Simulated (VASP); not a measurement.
# Ge (I4_1/amd) in VASP: a series of runs, part 2 of 2

VASP 6.6.1. The steps go on from the part before.

## 3. Relaxation of cell and atoms, PBEsol, target pressure 13.3 GPa, at which the enthalpy is minimised

INCAR

```
SYSTEM = Ge
PREC = Accurate
ENCUT = 600
EDIFF = 1E-7
ISMEAR = -1
SIGMA = 0.1
LREAL = .False.
LASPH = .True.
NELM = 100
ALGO = Normal
ISIF = 3
LWAVE = .False.
LCHARG = .False.
GGA = PS
IBRION = 2
NSW = 80
EDIFFG = -0.002
PSTRESS = 133.0
```

KPOINTS

```
regular mesh
0
Gamma
  18 18 18
  0 0 0
```

POSCAR

```
Ge
1.0
   -2.4270742935      2.4270742935      1.3741852497
    2.4270742935     -2.4270742935      1.3741852497
    2.4270742935      2.4270742935     -1.3741852497
Ge
2
Direct
    0.2500000000      0.7500000000      0.5000000000
    0.5000000000      0.5000000000      0.0000000000
```

Potentials or basis: VASP PAW PBE potentials, release 64 (Ge_d).

Run with:

```console
$ cat potpaw_PBE.64/Ge_d/POTCAR > POTCAR
$ mpirun -np 1 vasp_std > vasp.out
```

Run time: 23 min. Hardware: 1 thread of Intel Xeon Platinum 8375C at 2.90GHz (Ice Lake), shared host; peak memory 0.41 GiB.

The run converged. Its results:

- Free energy: -9.3880 eV
- Relaxed volume: 16.19 Å³/atom
- Relaxed cell: a = 3.722 Å, b = 3.722 Å, c = 3.722 Å, α = 97.49°, β = 97.49°, γ = 137.67°
- Space group after relaxing (to 0.05 Å): I4_1/amd (No. 141)
- Energy change on relaxing (the enthalpy is what falls): -5.3 meV/atom
- Ionic steps: 12
- Pressure after relaxing: 13.3 GPa
- Band gap on the k mesh: zero (band 14 reaches 10.38 eV, above the bottom of band 15 at 4.06 eV)

The path:
| step | energy change (eV) | largest force (eV/Å) | pressure (GPa) | volume (Å³) |
| --- | --- | --- | --- | --- |
| 1 | 0.0000 | 0.0000 | 13.50 | 32.38 |
| 2 | -0.0174 | 0.0000 | 12.99 | 32.47 |
| 3 | -0.0208 | 0.0000 | 12.82 | 32.50 |
| 4 | -0.0211 | 0.0000 | 12.84 | 32.50 |
| 5 | -0.0019 | 0.0000 | 13.66 | 32.27 |
| 6 | -0.0109 | 0.0000 | 13.34 | 32.38 |
| 7 | -0.0117 | 0.0000 | 13.24 | 32.39 |
| 8 | -0.0112 | 0.0000 | 13.24 | 32.38 |
| 9 | -0.0108 | 0.0000 | 13.32 | 32.38 |
| 10 | -0.0110 | 0.0000 | 13.29 | 32.38 |
| 11 | -0.0110 | 0.0000 | 13.28 | 32.38 |
| 12 | -0.0105 | 0.0000 | 13.32 | 32.37 |

Final structure:
```yaml
crystal:
  lattice:
    - [-2.45425, 2.45425, 1.34365]
    - [2.45425, -2.45425, 1.34365]
    - [2.45425, 2.45425, -1.34365]
  atoms:
    - { symbol: Ge, position: [0.25000, 0.75000, 0.50000] }
    - { symbol: Ge, position: [0.50000, 0.50000, 0.00000] }
```

Levels at points of the mesh, in eV from the Fermi level:
```tsv
k point	band 11	band 12	band 13	band 14	band 15	band 16	band 17	band 18
(0.00, 0.00, 0.00)	-14.58	-3.49	-2.73	-2.73	2.96	8.61	8.61	9.09
(0.50, 0.00, 0.00)	-8.50	-7.11	-2.43	-2.35	-1.71	2.21	4.04	6.27
(0.50, 0.50, 0.00)	-11.48	-11.48	0.61	0.61	2.32	2.32	8.18	8.18
(0.50, 0.50, 0.50)	-9.30	-9.30	-6.88	-6.88	6.52	6.52	12.82	12.82
```

Caveat: the cell is relaxed towards a set pressure, so the enthalpy falls and the energy may rise; the PAW data sets were made with another functional, which shifts forces and pressure a little.

## 4. Single point, PBEsol

INCAR

```
PREC = Accurate
ENCUT = 520
EDIFF = 1E-6
ISMEAR = 0
SIGMA = 0.1
LREAL = F
LASPH = T
NELM = 100
ALGO = Normal
ISIF = 2
LWAVE = F
LCHARG = T
GGA = PS
LELF = T
LVHAR = T
NBANDS = 21
```

KPOINTS

```
Automatic mesh
0
Gamma
  8 8 8
```

POSCAR is that of step 3.

Run with:

```console
$ cat potpaw_PBE.64/Ge_d/POTCAR > POTCAR
$ mpirun -np 1 vasp_std > vasp.out
```

It took 22 s on 1 thread of Intel Xeon Platinum 8375C at 2.90GHz (Ice Lake), shared host; peak memory 0.17 GiB.

The run converged. Its results:

| Quantity | Value |
| --- | --- |
| Free energy | -9.3754 eV |
| Pressure | 13.1 GPa |
| Band gap on the k mesh | zero (band 14 reaches 10.69 eV, above the bottom of band 15 at 5.23 eV) |

Stress tensor (GPa, compression positive):
```
13.06  0.00  0.00
 0.00 13.06  0.00
 0.00  0.00 13.23
```

Levels at points of the mesh, in eV from the Fermi level:
```
           k point  band 10  band 11  band 12  band 13  band 14  band 15  band 16  band 17  band 18  band 19
(0.00, 0.00, 0.00)   -24.33   -14.51    -2.95    -2.48    -2.48     3.18     8.51     8.73     8.99     8.99
(0.50, 0.00, 0.00)   -24.40    -8.72    -7.18    -2.34    -2.14    -1.83     2.22     4.17     6.43     9.79
(0.50, 0.50, 0.00)   -24.45   -11.34   -11.34     0.89     0.89     2.77     2.77     7.55     7.55    11.37
(0.50, 0.50, 0.50)   -24.52    -9.03    -9.03    -6.77    -6.77     5.77     5.77    13.39    13.39    16.94
```

Caveat: the PAW data sets were made with another functional, which shifts forces and pressure a little.

## 5. Relaxation of cell and atoms, PBEsol, target pressure 9.8 GPa, at which the enthalpy is minimised

This run uses another cell than the first one, of 16.63 Å³/atom, 1.028 times its volume.

INCAR

```
SYSTEM = Ge
ALGO = Normal
EDIFF = 1E-7
EDIFFG = -0.002
ENCUT = 600
GGA = PS
IBRION = 2
ISIF = 3
ISMEAR = -1
LASPH = .True.
LCHARG = .False.
LREAL = .False.
LWAVE = .False.
NELM = 100
NSW = 80
PREC = Accurate
PSTRESS = 98.0
SIGMA = 0.1
```

KPOINTS

```
k-points
0
Gamma
  18 18 18
  0 0 0
```

POSCAR

```
Ge
1.0
   -2.4476740250      2.4476740250      1.3875495395
    2.4476740250     -2.4476740250      1.3875495395
    2.4476740250      2.4476740250     -1.3875495395
Ge
2
Direct
    0.2500000000      0.7500000000      0.5000000000
    0.5000000000      0.5000000000      0.0000000000
```

Run with:

```console
$ cat potpaw_PBE.64/Ge_d/POTCAR > POTCAR
$ mpirun -np 1 vasp_std > vasp.out
```

Wall time 32 min (1 thread of Intel Xeon Platinum 8488C (Sapphire Rapids), shared host); peak memory 0.42 GiB.

The run converged. Its results:

```yaml
Free_energy: -9.4524 eV
Relaxed_volume: 16.63 Å³/atom
Relaxed_cell: a = 3.755 Å, b = 3.755 Å, c = 3.755 Å, α = 97.50°, β = 97.50°, γ = 137.63°
Space_group_after_relaxing_to_0.05_Å: I4_1/amd (No. 141)
Energy_change_on_relaxing_the_enthalpy_is_what_falls: -5.5 meV/atom
Ionic_steps: 16
Pressure_after_relaxing: 9.8 GPa
Band_gap_on_the_k_mesh: zero (band 14 reaches 9.99 eV, above the bottom of band 15 at 3.85 eV)
```

Step by step:
```
step  energy change (eV)  largest force (eV/Å)  pressure (GPa)  volume (Å³)
   1              0.0000                0.0000           10.06        33.25
   2             -0.0164                0.0000            9.49        33.38
   3             -0.0208                0.0000            9.28        33.43
   4             -0.0213                0.0000            9.20        33.44
   5             -0.0018                0.0000           10.22        33.12
   6             -0.0115                0.0000            9.83        33.27
   7             -0.0120                0.0000            9.72        33.28
   8             -0.0117                0.0000            9.74        33.28
   9             -0.0115                0.0000            9.77        33.27
  10             -0.0116                0.0000            9.77        33.27
  11             -0.0109                0.0000            9.85        33.26
  12             -0.0111                0.0000            9.78        33.27
  13             -0.0111                0.0000            9.87        33.27
  14             -0.0111                0.0000            9.75        33.27
  15             -0.0111                0.0000            9.78        33.27
  16             -0.0111                0.0000            9.81        33.27
```

Final structure:
```cif
data_structure
_symmetry_space_group_name_H-M 'P 1'
_symmetry_Int_Tables_number 1
_cell_length_a 3.7550
_cell_length_b 3.7550
_cell_length_c 3.7550
_cell_angle_alpha 97.502
_cell_angle_beta 97.502
_cell_angle_gamma 137.635
_cell_volume 33.27
loop_
_atom_site_label
_atom_site_type_symbol
_atom_site_fract_x
_atom_site_fract_y
_atom_site_fract_z
_atom_site_occupancy
Ge1 Ge 0.25000 0.75000 0.50000 1
Ge2 Ge 0.50000 0.50000 0.00000 1
```

Levels at points of the mesh, in eV from the Fermi level:
```
           k point  band 10  band 11  band 12  band 13  band 14  band 15  band 16  band 17  band 18
(0.00, 0.00, 0.00)   -24.39   -14.31    -3.57    -2.63    -2.63     3.03     8.43     8.43     8.84
(0.50, 0.00, 0.00)   -24.45    -8.42    -6.96    -2.48    -2.26    -1.65     2.26     3.95     6.12
(0.50, 0.50, 0.00)   -24.50   -11.28   -11.28     0.63     0.63     2.27     2.27     7.99     7.99
(0.50, 0.50, 0.50)   -24.55    -9.19    -9.19    -6.68    -6.68     6.39     6.39    12.48    12.48
```

Caveat: the cell is relaxed towards a set pressure, so the enthalpy falls and the energy may rise; the PAW data sets were made with another functional, which shifts forces and pressure a little.

## 6. Single point, PBEsol

This run uses another cell than the first one, of 16.62 Å³/atom, 1.028 times its volume.

INCAR

```
SYSTEM = Ge
PREC = Accurate
ENCUT = 520
EDIFF = 1E-6
ISMEAR = -1
SIGMA = 0.1
LREAL = .False.
LASPH = .True.
NELM = 100
ALGO = Normal
ISIF = 2
LWAVE = .False.
LCHARG = .False.
GGA = PS
NBANDS = 21
```

KPOINTS

```
Automatic mesh
0
Gamma
  18 18 18
  0 0 0
```

POSCAR

```
Ge
1.0
   -2.4758313386      2.4758313386      1.3560172859
    2.4758313386     -2.4758313386      1.3560172859
    2.4758313386      2.4758313386     -1.3560172859
Ge
2
Direct
    0.2500000000      0.7500000000      0.5000000000
    0.5000000000      0.5000000000      0.0000000000
```

Potentials or basis: VASP PAW PBE potentials, release 64 (Ge_d).

Run with:

```console
$ cat potpaw_PBE.64/Ge_d/POTCAR > POTCAR
$ mpirun -np 1 vasp_std > vasp.out
```

Run time: 2.6 min. Hardware: 1 thread of AMD EPYC 9R45 (Zen 5), shared host; peak memory 0.33 GiB.

It converged, with:

- Free energy: -9.4511 eV
- Pressure: 9.7 GPa
- Band gap on the k mesh: zero (band 14 reaches 9.99 eV, above the bottom of band 15 at 3.86 eV)

Stress tensor (GPa, compression positive):
```
9.69 0.00 0.00
0.00 9.69 0.00
0.00 0.00 9.78
```

Levels at points of the mesh, in eV from the Fermi level:
| k point | band 12 | band 13 | band 14 | band 15 | band 16 | band 17 |
| --- | --- | --- | --- | --- | --- | --- |
| (0.00, 0.00, 0.00) | -3.58 | -2.64 | -2.64 | 3.03 | 8.42 | 8.42 |
| (0.50, 0.00, 0.00) | -6.96 | -2.48 | -2.27 | -1.64 | 2.26 | 3.95 |
| (0.50, 0.50, 0.00) | -11.29 | 0.62 | 0.62 | 2.26 | 2.26 | 8.01 |
| (0.50, 0.50, 0.50) | -9.20 | -6.68 | -6.68 | 6.40 | 6.40 | 12.48 |

Caveat: the PAW data sets were made with another functional, which shifts forces and pressure a little.

## 7. Summary

| task | cell | k mesh | cutoff (eV) | smearing | gap on the mesh (eV) | pressure (GPa) |
| --- | --- | --- | --- | --- | --- | --- |
| single point | a = 3.722 Å, angles 97.5, 97.5, 137.7°, 2 atoms | 18 × 18 × 18 | 520 | fermi-dirac 0.1 eV | none | 13.3 |
| relaxation of cell and atoms | relaxed to 13.3 GPa from a = 3.697 Å, angles 97.9, 97.9, 136.4°, 2 atoms | 18 × 18 × 18 | 600 | fermi-dirac 0.1 eV | none | 13.3 |
| single point | a = 3.697 Å, angles 97.9, 97.9, 136.4°, 2 atoms | 8 × 8 × 8 | 520 | gaussian 0.1 eV | none | 13.1 |
| relaxation of cell and atoms | relaxed to 9.8 GPa from a = 3.729 Å, angles 98.0, 98.0, 136.3°, 2 atoms | 18 × 18 × 18 | 600 | fermi-dirac 0.1 eV | none | 9.8 |
| single point | a = 3.755 Å, angles 97.5, 97.5, 137.7°, 2 atoms | 18 × 18 × 18 | 520 | fermi-dirac 0.1 eV | none | 9.7 |

Alike in all rows: level PBEsol; potentials or basis VASP PAW PBE potentials, release 64 (Ge_d); no spin polarisation.

Caveats: the PAW data sets were made with another functional, which shifts forces and pressure a little; the cell is relaxed towards a set pressure, so the enthalpy falls and the energy may rise (some runs).

Total energies depend on the potentials used, so only differences within one code and one set of settings carry meaning.
